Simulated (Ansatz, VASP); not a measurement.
## In4SbAs3: VASP beside Ansatz

The input INCAR:

```
PREC     = Accurate       # precision mode
ENCUT    = 520            # plane-wave cutoff, eV
EDIFF    = 1E-7           # SCF threshold, eV
ISMEAR   = -1             # smearing method
SIGMA    = 0.02           # smearing width, eV
LREAL    = False          # projectors in reciprocal space
LASPH    = True           # aspherical terms in the spheres
NELM     = 60             # most SCF steps
ALGO     = Normal         # electronic algorithm
ISIF     = 2              # what is computed and relaxed
LWAVE    = False          # write WAVECAR
LCHARG   = False          # write CHGCAR
GGA      = PE             # functional
NBANDS   = 46             # bands
```

Contents of KPOINTS:

```
Automatic mesh
0
Gamma
  6 6 4
```

File POSCAR:

```
In4SbAs3
1.0
    8.1577911798     -2.1959217053      0.0281163783
    8.1577911798      2.1959217053      0.0281163783
   -3.5581658991      0.0000000000      6.7173941487
As In Sb
3 4 1
Direct
    1.0037580447      1.0037580447      0.6705110754
    0.7503193698      0.7503193698      0.0853260815
    0.4958914760      0.4958914760      0.1636063570
    0.1878073185      0.1878073185      0.8648968030
    0.9367967234      0.9367967234      0.2733990543
    0.6793980616      0.6793980616      0.3343952576
    0.4450070269      0.4450070269      0.7761955943
    0.2510219790      0.2510219790      0.5816697766
```

Input for Ansatz:

```yaml
crystal:
  lattice:
    - [8.1577911798, -2.1959217053, 0.0281163783]
    - [8.1577911798, 2.1959217053, 0.0281163783]
    - [-3.5581658991, 0.0, 6.7173941487]
  atoms:
    - { symbol: As, position: [1.0037580447, 1.0037580447, 0.6705110754] }
    - { symbol: As, position: [0.7503193698, 0.7503193698, 0.0853260815] }
    - { symbol: In, position: [0.1878073185, 0.1878073185, 0.864896803] }
    - { symbol: In, position: [0.9367967234, 0.9367967234, 0.2733990543] }
    - { symbol: As, position: [0.495891476, 0.495891476, 0.163606357] }
    - { symbol: Sb, position: [0.251021979, 0.251021979, 0.5816697766] }
    - { symbol: In, position: [0.6793980616, 0.6793980616, 0.3343952576] }
    - { symbol: In, position: [0.4450070269, 0.4450070269, 0.7761955943] }
kpoints:
  mp_grid: { grid: [6, 6, 4] }
  band_path:
    path:
      - [[0.0, 0.0, 0.0], [-0.2731126462277, 0.2731126462277, 2.910554731151e-17]]
      - [[0.2731126462277, 0.7268873537723, 6.192359402217e-18], [0.5, 0.5, 6.192359402217e-18], [0.0, 0.0, 0.0], [0.5, 0.5, -0.5], [0.25004324528, 0.74995675472, -0.5]]
      - [[-0.25004324528, 0.25004324528, -0.5], [-2.33610066954e-20, -2.078663302764e-19, -0.5], [0.0, 0.0, 0.0]]
      - [[-1.104565545901e-17, 0.5, -0.5], [0.0, 0.0, 0.0], [1.52421811354e-19, 0.5, 1.793301262253e-17]]
    npoints: 10
hamiltonian:
  xc: pbe
scf:
  occupations: { method: fermi_dirac, width: 0.02 }
  n_extra_bands: 6
output:
  forces: true
  stress: true
  eigenvalues: true
```

Alike in both runs: task single point; functional PBE; k mesh 6 × 6 × 4; occupations fermi-dirac, width 0.02 eV; no spin polarisation.

|  | VASP | Ansatz |
| --- | --- | --- |
| version | VASP 6.6.1 | Ansatz 0.2.0 |
| potentials or method | VASP PAW PBE potentials, release 64 (As, In_d, Sb) | plane waves, PAW |
| plane-wave cutoff (eV) | 520 | 420 |
| valence electrons in the cell | 72 | 112 |

```csv
,VASP,Ansatz,Ansatz less VASP
pressure (GPa),1.8,1.8,-0.03
rms of the force components (eV/Å),0.008,0.008,-0.0006
```

With one functional, cell and mesh, what is left measures potentials, basis and numerics. VASP's potentials hold 72 valence electrons a cell and Ansatz's 112, so a difference there can come from the potentials and not from the codes.

Neither program's run includes spin-orbit coupling.
